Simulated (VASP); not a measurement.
## Mg2CdTe3: single point with PBE

Mg2CdTe3:

```
Mg Cd Te
1.0
     4.25097    0.00000    0.00000
    -2.12549    3.68145    0.00000
     0.00000    0.00000   20.66439
Mg Cd Te
4 2 6
Direct
  0.33333 0.66667 0.66533
  0.33333 0.66667 0.99866
  0.66667 0.33333 0.16533
  0.66667 0.33333 0.49866
  0.33333 0.66667 0.33200
  0.66667 0.33333 0.83200
  0.33333 0.66667 0.12467
  0.33333 0.66667 0.45800
  0.33333 0.66667 0.79134
  0.66667 0.33333 0.29134
  0.66667 0.33333 0.62467
  0.66667 0.33333 0.95800
```

```yaml
Program: VASP 6.6.1
Task: single point
Functional: PBE
Potentials_or_basis: VASP PAW PBE potentials, release 64 (Mg, Cd, Te)
Cutoff: 520 eV
k_mesh: 6 × 6 × 1
Occupations: gaussian, width 0.1 eV
Spin: no spin polarisation
Dipole_correction: no
Further_INCAR_settings: ALGO = Normal; EDIFF = 1e-07; NBANDS = 46
```

```yaml
Pressure: 16.5 GPa
Largest_force: 0.778 eV/Å
Band_gap_on_the_k_mesh: 2.19 eV, indirect (least direct gap 2.36 eV)
```

Forces on the atoms (eV/Å):
```
Mg   0.000  0.000 -0.017
Mg   0.000  0.000  0.036
Mg   0.000  0.000 -0.017
Mg   0.000  0.000  0.036
Cd   0.000  0.000  0.077
Cd   0.000  0.000  0.077
Te   0.000  0.000 -0.024
Te   0.000  0.000  0.706
Te   0.000  0.000 -0.778
Te   0.000  0.000 -0.778
Te   0.000  0.000 -0.024
Te   0.000  0.000  0.706
```

Levels at points of the mesh, in eV from the valence-band top:
```csv
k point,band 30,band 31,band 32,band 33,band 34,band 35,band 36,band 37,band 38,band 39
"(0.00, 0.00, 0.00)",-0.15,-0.06,-0.06,0.00,0.00,2.36,2.47,3.15,3.24,3.55
"(0.50, 0.00, 0.00)",-1.52,-1.46,-1.25,-1.22,-0.95,2.19,2.58,2.74,2.83,2.86
```

It took 3.2 min on 1 thread of Intel Xeon 6975P-C (shared host), peak memory 0.46 GiB.

Caveat: spin-orbit coupling is left out, which moves the levels of the heavy elements. A hybrid or GW would open this gap; PBE tends to underestimate it.
